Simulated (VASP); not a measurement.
# H8CO6 in VASP: notebook, part 2 of 2

VASP 6.6.1. The steps go on from the part before.

### 5 Single point, PBE

This run uses another cell than the first one, of 12.40 Å³/atom.

Contents of INCAR:

```
SYSTEM = H8CO6
PREC = Accurate
ENCUT = 520
EDIFF = 1E-7
ISMEAR = -1
SIGMA = 0.05
LREAL = Auto
LASPH = .TRUE.
NELM = 80
ALGO = Normal
ISIF = 2
LWAVE = .FALSE.
LCHARG = .FALSE.
GGA = PE
NBANDS = 37
```

Contents of KPOINTS:

```
Automatic mesh
0
G
  1 1 1
  0 0 0
```

Contents of POSCAR:

```
H8CO6
1.0
    5.7082670000      0.0000000000      0.0000000000
    0.0000000000      5.7082670000      0.0000000000
    0.0000000000      0.0000000000      5.7082670000
O H C
6 8 1
Direct
    0.3778204488      0.0985588095      0.2696089724
    0.1078786259      0.7838806419      0.4658506689
    0.7109338088      0.5645145891      0.3026838093
    0.6279489029      0.8037640846      0.8741707422
    0.1834882636      0.5694547925      0.9695236750
   -0.0321638774      0.2301048637      0.9075433928
    0.4528694961      0.0023299541      0.1491871351
    0.2708177456     -0.0075154158      0.3627020250
    0.0771512615      0.7917989821      0.6376716436
   -0.0488589619      0.7131936891      0.4223348347
    0.6134436248      0.4273275935      0.3105846310
    0.6609361475      0.6534732871      0.1690180225
    0.5404617549      0.7572525952      0.7400144387
    0.7377895953      0.9315787086      0.8488916163
    0.0830024244      0.3927286513      0.9487117544
```

Run with:

```bash
$ cat potpaw_PBE.64/O/POTCAR potpaw_PBE.64/H/POTCAR potpaw_PBE.64/C/POTCAR > POTCAR
$ mpirun -np 1 vasp_gam > vasp.out
```

It took 31 s on 1 thread of Intel Xeon 8259CL, shared host; peak memory 0.24 GiB.

Results (log left out):

| Item | Value |
| --- | --- |
| Free energy | -81.0589 eV |
| Pressure | 0.7 GPa |
| Largest force | 2.400 eV/Å |

Forces in eV/Å, atoms in the order of the input:
```
O    0.087  0.238  0.175
O   -1.590 -0.539  1.715
O    0.769  0.124  0.838
O    0.596  0.225  1.700
O    0.756  0.554  0.319
O   -0.667 -1.479 -0.137
H   -0.290 -0.093  0.203
H    0.442  0.267 -0.806
H    0.689  0.172 -0.769
H    0.772  0.089 -0.564
H   -0.493 -0.651  0.089
H   -0.391  0.344 -0.940
H   -0.200  0.150 -1.078
H   -0.305 -0.046 -0.579
C   -0.175  0.645 -0.165
```

Stress tensor (GPa, compression positive):
```
 0.08  0.66  1.01
 0.66  1.72 -0.24
 1.01 -0.24  0.22
```

Levels at points of the mesh, in eV from the Fermi level:
```csv
k point,band 20,band 21,band 22,band 23,band 24,band 25,band 26,band 27,band 28,band 29
"(0.00, 0.00, 0.00)",-2.76,-2.61,-2.05,-1.99,-1.23,2.99,4.92,4.95,6.93,7.30
```

Caveat: the k points lie up to 1.10 Å⁻¹ apart.

### 6 Single point, PBE

This run uses another cell than the first one, of 12.40 Å³/atom.

Contents of INCAR:

```
ALGO = Normal ; EDIFF = 1E-7
ENCUT = 520 ; GGA = PE
ISIF = 2 ; ISMEAR = -1
LASPH = T ; LCHARG = F
LREAL = Auto ; LWAVE = F
NBANDS = 37 ; NELM = 60
PREC = Accurate ; SIGMA = 0.05
```

Contents of KPOINTS:

```
k-points
0
Gamma
  1 1 1
```

Contents of POSCAR:

```
H8CO6
1.0
    5.7082670000      0.0000000000      0.0000000000
    0.0000000000      5.7082670000      0.0000000000
    0.0000000000      0.0000000000      5.7082670000
O H C
6 8 1
Direct
    0.4116310607      0.1244510812      0.2409838222
    0.0765381157      0.7983508830      0.4904816120
    0.7121425820      0.5377639133      0.2843069534
    0.6677157883      0.8080736237      0.8330724544
    0.1777071745      0.5630080023      0.9787033438
   -0.0360354552      0.2416495234      0.8631866729
    0.4808464636      0.0235798361      0.1223839039
    0.3097963007      0.0188848910      0.3369674194
    0.1933686704      0.7611416915      0.6141268445
   -0.0363332689      0.6913656982      0.4177450004
    0.6084158292      0.3944980149      0.2764411686
    0.6930825065      0.6123399624      0.1354526689
    0.6865481240      0.7202711436      0.6909452554
    0.7778542945      0.9394094565      0.7994019901
    0.0763103758      0.3950410869      0.9325597419
```

Potentials or basis: VASP PAW PBE potentials, release 64 (O, H, C).

Run with:

```bash
$ cat potpaw_PBE.64/O/POTCAR potpaw_PBE.64/H/POTCAR potpaw_PBE.64/C/POTCAR > POTCAR
$ mpirun -np 1 vasp_gam > vasp.out
```

OUTCAR:

```text
EDIFF = 1E-7
   ENCUT = 520
   GGA = PE
   ISIF = 2
   ISMEAR = -1
   LASPH = T
   LREAL = Auto
   NELM = 60
   PREC = Accurate

 ion  position               nearest neighbor table
   1  0.412  0.124  0.241-   7 0.97   8 1.00
   2  0.077  0.798  0.490-  10 0.98   9 0.99
   3  0.712  0.538  0.284-  12 0.96  11 1.01
   4  0.668  0.808  0.833-  13 0.96  14 1.00
   5  0.178  0.563  0.979-  15 1.15
   6  0.964  0.242  0.863-  15 1.16
   7  0.481  0.024  0.122-   1 0.97
   8  0.310  0.019  0.337-   1 1.00
   9  0.193  0.761  0.614-   2 0.99
  10  0.964  0.691  0.418-   2 0.98
  11  0.608  0.394  0.276-   3 1.01
  12  0.693  0.612  0.135-   3 0.96
  13  0.687  0.720  0.691-   4 0.96
  14  0.778  0.939  0.799-   4 1.00
  15  0.076  0.395  0.933-   5 1.15   6 1.16

  LATTYP: Found a simple cubic cell.
 ALAT       =     5.7082670000

  Lattice vectors:

 A1 = (   5.7082670000,   0.0000000000,   0.0000000000)
 A2 = (   0.0000000000,   5.7082670000,   0.0000000000)
 A3 = (   0.0000000000,   0.0000000000,   5.7082670000)

Analysis of symmetry for initial positions (statically):
=====================================================================
 Subroutine PRICEL returns:
 Original cell was already a primitive cell.

 Routine SETGRP: Setting up the symmetry group for a
 simple cubic supercell.

 Subroutine GETGRP returns: Found  1 space group operations
 (whereof  1 operations were pure point group operations)
 out of a pool of 48 trial point group operations.

The static configuration has the point symmetry C_1 .

Analysis of symmetry for dynamics (positions and initial velocities):
=====================================================================
 Subroutine PRICEL returns:
 Original cell was already a primitive cell.

 Routine SETGRP: Setting up the symmetry group for a
 simple cubic supercell.

 Subroutine GETGRP returns: Found  1 space group operations
 (whereof  1 operations were pure point group operations)
 out of a pool of 48 trial point group operations.

The dynamic configuration has the point symmetry C_1 .

 Subroutine INISYM returns: Found  1 space group operations
 (whereof  1 operations are pure point group operations),
 and found     1 'primitive' translations

----------------------------------------------------------------------------------------

                                     Primitive cell

  volume of cell :     186.0000

  direct lattice vectors                    reciprocal lattice vectors
     5.708267000  0.000000000  0.000000000     0.175184517  0.000000000  0.000000000
     0.000000000  5.708267000  0.000000000     0.000000000  0.175184517  0.000000000
     0.000000000  0.000000000  5.708267000     0.000000000  0.000000000  0.175184517

  length of vectors
     5.708267000  5.708267000  5.708267000     0.175184517  0.175184517  0.175184517

  position of ions in fractional coordinates (direct lattice)
     0.411631061  0.124451081  0.240983822
     0.076538116  0.798350883  0.490481612
[... 62 lines left out ...]
   number of dos      NEDOS =    301   number of ions     NIONS =     15
   total plane-waves  NPLWV =  74088
   dimension x,y,z NGX =    42 NGY =   42 NGZ =   42
   dimension x,y,z NGXF=    84 NGYF=   84 NGZF=   84
   ions per type =               6   8   1
   NGX,Y,Z   is equivalent  to a cutoff of  12.23, 12.23, 12.23 a.u.
   NGXF,Y,Z  is equivalent  to a cutoff of  24.46, 24.46, 24.46 a.u.
 SYSTEM =  unknown system
   PREC   = accura    normal or accurate (medium, high low for compatibility)
   ISTART =      0    job   : 0-new  1-cont  2-samecut
   ICHARG =      2    charge: 1-file 2-atom 10-const
   ISPIN  =      1    spin polarized calculation?
   LNONCOLLINEAR =      F non collinear calculations
   LSORBIT =      F    spin-orbit coupling
   LASPH  =      T    aspherical Exc in radial PAW
   ENCUT  =  520.0 eV  38.22 Ry    6.18 a.u.  10.61 10.61 10.61*2*pi/ulx,y,z
   NELM   =     60;   NELMIN=  2; NELMDL= -5     # of ELM steps
   EDIFF  = 0.1E-06   stopping-criterion for ELM
   LREAL  =      T    real-space projection
   EDIFFG = 0.1E-05   stopping-criterion for IOM
   NSW    =      0    number of steps for IOM
   IBRION =     -1    ionic relax: 0-MD 1-quasi-New 2-CG
   NFREE  =      0    steps in history (QN), initial steepest desc. (CG)
   ISIF   =      2    stress and relaxation
   ISYM   =      2    0-nonsym 1-usesym 2-fastsym
   POTIM  = 0.5000    time-step for ionic-motion
   TEBEG  =    0.0;   TEEND  =   0.0 temperature during run
   PSTRESS=    0.0 pullay stress
   NELECT =      48.0000    total number of electrons
   NUPDOWN=      -1.0000    fix difference up-down
   EMIN   =  10.00;   EMAX   =-10.00  energy-range for DOS
   EFERMI =   0.00;   METHOD = LEGACY
   ISMEAR =    -1;   SIGMA  =   0.05  broadening in eV -4-tet -1-fermi 0-gaus
   EFERMI_NEDOS =   21; number of points for ismear=-14 and -15
   IALGO  =     38    algorithm
   IMIX   =      4    mixing-type and parameters
     AMIX     =   0.40;   BMIX     =  1.00
     AMIX_MAG =   1.60;   BMIX_MAG =  1.00
  volume/ion in A,a.u.               =      12.40        83.68
  Fermi-wavevector in a.u.,A,eV,Ry     =   1.042280  1.969623 14.780649  1.086347
  Thomas-Fermi vector in A             =   2.176938
   LORBIT       =      0    0 simple, 1 ext, 2 COOP (PROOUT), +10 PAW based schemes
   GGA     = PE    functional components
   LHFCALC =     F    Hartree Fock is set to
   AEXX    =    0.0000 exact exchange contribution
   IVDW    =     0    specifies the selected vdW correction
   LEPSILON=     F    determine dielectric tensor
   LRPA    =     F    only Hartree local field effects (RPA)
 non-spin polarized calculation
  energy-cutoff  :      520.00
  volume of cell :      186.00
 maximum number of plane-waves:      2473
 NGX is ok and might be reduce to    42
   NGX = 21   NGY = 21   NGZ = 21

 number of electron      47.9999991 magnetization

 Free energy of the ion-electron system (eV)
  ---------------------------------------------------
  ext. energy  EPLUGINS =         0.00000000
  ---------------------------------------------------
  free energy    TOTEN  =       -80.92403428 eV

  energy without entropy =      -80.92403428  energy(sigma->0) =      -80.92403428

 E-fermi :  -2.6011     XC(G=0):  -6.6179

 val. band max:       -3.8572845594   @ k =   0.0000   0.0000   0.0000
 cond. band min:       0.9014689148   @ k =   0.0000   0.0000   0.0000
 fundamental gap:      4.7587534743
 Fermi energy:        -2.6010634423

 k-point     1 :       0.0000    0.0000    0.0000
  band No.  band energies     occupation
      1     -26.1816      2.00000
      2     -25.1472      2.00000
      3     -22.3600      2.00000
      4     -21.9735      2.00000
      5     -21.7405      2.00000
      6     -21.4816      2.00000
[... 28 lines left out ...]
     35       7.3939      0.00000
     36       7.6664      0.00000
 [bands above 36 left out]

------------------------ aborting loop because EDIFF is reached ----------------------------------------

  FORCE on cell =-STRESS in cart. coord.  units (eV):
  Direction    XX          YY          ZZ          XY          YZ          ZX
  --------------------------------------------------------------------------------------
  -------------------------------------------------------------------------------------
  Total       -0.9886433      2.8119271      0.1107360      0.5674851      1.4507097      0.0453834
  in kB       -8.5160340     24.2215425      0.9538640      4.8882366     12.4962083      0.3909265
  external PRESSURE =       5.5531242 kB  Pullay stress =       0.0000000 kB

 VOLUME and BASIS-vectors are now :
 -----------------------------------------------------------------------------
  energy-cutoff  :      520.00
  volume of cell :      186.00
      direct lattice vectors                 reciprocal lattice vectors
     5.708267000  0.000000000  0.000000000     0.175184517  0.000000000  0.000000000
     0.000000000  5.708267000  0.000000000     0.000000000  0.175184517  0.000000000
     0.000000000  0.000000000  5.708267000     0.000000000  0.000000000  0.175184517

 POSITION                                       TOTAL-FORCE (eV/Angst)
 -----------------------------------------------------------------------------------
      2.34970      0.71040      1.37560        -0.356654     -0.214680      0.397377
      0.43690      4.55720      2.79980         1.054876      1.770445      0.359914
      4.06510      3.06970      1.62290        -0.390378     -1.309631      0.886778
      3.81150      4.61270      4.75540         0.494078      1.234225      0.395846
      1.01440      3.21380      5.58670         1.673672      1.946123      0.901989
      5.50257      1.37940      4.92730        -1.145607     -2.061015     -0.492796
      2.74480      0.13460      0.69860        -0.038734     -0.212844     -0.058742
      1.76840      0.10780      1.92350         0.269338      0.376227     -0.548225
      1.10380      4.34480      3.50560        -1.348289     -0.803739     -0.934707
      5.50087      3.94650      2.38460         0.492342     -0.921372      0.538229
      3.47300      2.25190      1.57800         0.566591      0.718827      0.261826
      3.95630      3.49540      0.77320        -0.232435      0.689787     -1.048024
      3.91900      4.11150      3.94410        -0.173991     -0.635888     -0.726855
      4.44020      5.36240      4.56320        -0.476668     -0.607406      0.418000
      0.43560      2.25500      5.32330        -0.388141      0.030941     -0.350609
 -----------------------------------------------------------------------------------
    total drift:                                0.011812     -0.010155      0.002775

  FREE ENERGIE OF THE ION-ELECTRON SYSTEM (eV)
  ---------------------------------------------------
  free  energy   TOTEN  =       -80.9240342823 eV

  energy  without entropy=      -80.9240342823  energy(sigma->0) =      -80.92403428
```

Wall time 30 s (1 thread of Intel Xeon 8259CL, shared host); peak memory 0.24 GiB.

Results:

| Property | Result |
| --- | --- |
| Free energy | -80.9240 eV |
| Pressure | 0.6 GPa |
| Largest force | 2.721 eV/Å |

Forces on the atoms (eV/Å):
```
O   -0.357 -0.215  0.397
O    1.055  1.770  0.360
O   -0.390 -1.310  0.887
O    0.494  1.234  0.396
O    1.674  1.946  0.902
O   -1.146 -2.061 -0.493
H   -0.039 -0.213 -0.059
H    0.269  0.376 -0.548
H   -1.348 -0.804 -0.935
H    0.492 -0.921  0.538
H    0.567  0.719  0.262
H   -0.232  0.690 -1.048
H   -0.174 -0.636 -0.727
H   -0.477 -0.607  0.418
C   -0.388  0.031 -0.351
```

Caveat: the k points lie up to 1.10 Å⁻¹ apart.

### 7 The runs side by side

```tsv
cell	pressure (GPa)	largest force (eV/Å)
a = 5.412, b = 5.618, c = 5.425 Å, 15 atoms, atomic positions A	0.7	2.25
a = 5.467, b = 5.508, c = 5.203 Å, 15 atoms, atomic positions B	-1.2	3.80
a = 5.708 Å, 15 atoms, atomic positions C	-0.3	0.48
a = 5.708 Å, 15 atoms, atomic positions D	0.7	2.40
a = 5.708 Å, 15 atoms, atomic positions E	0.6	2.72
```

Alike in all rows: task single point; level PBE; potentials or basis VASP PAW PBE potentials, release 64 (O, H, C); no spin polarisation; k mesh 1 × 1 × 1; cutoff (eV) 520; smearing fermi-dirac 0.05 eV.

Caveats: all runs use coarse meshes; the atoms stand as in a frame of molecular dynamics (at least some runs).

Absolute energies hang on the potentials; compare differences alone.
